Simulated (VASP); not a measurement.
A run of VASP 6.6.1 is set up as follows.

File INCAR:

```
SYSTEM = AlN
PREC = Accurate
ENCUT = 520
EDIFF = 1E-7
ISMEAR = 0
SIGMA = 0.05
LREAL = .FALSE.
LASPH = .TRUE.
NELM = 80
ALGO = Normal
ISIF = 2
LWAVE = .FALSE.
LCHARG = .FALSE.
GGA = PS
NBANDS = 11
```

KPOINTS

```
Automatic mesh
0
G
  10 10 10
  0 0 0
```

Contents of POSCAR:

```
AlN
1.0
    0.0000000000      2.0222720330      2.0222720330
    2.0222720330      0.0000000000      2.0222720330
    2.0222720330      2.0222720330      0.0000000000
Al N
1 1
Direct
    0.5000000000      0.5000000000      0.5000000000
    0.0000000000      0.0000000000      0.0000000000
```

Potentials or basis: VASP PAW PBE potentials, release 64 (Al, N).

Command:

```bash
$ cat potpaw_PBE.64/Al/POTCAR potpaw_PBE.64/N/POTCAR > POTCAR
$ mpirun -np 1 vasp_std > vasp.out
```

(1) What does it give for the pressure?

(2) Estimate the band gap on the k mesh.

Results:

(1) 0.0 GPa.

(2) 4.55 eV, indirect (least direct gap 5.66 eV).

Caveat: the PAW data sets were made with another functional, which shifts forces and pressure a little.
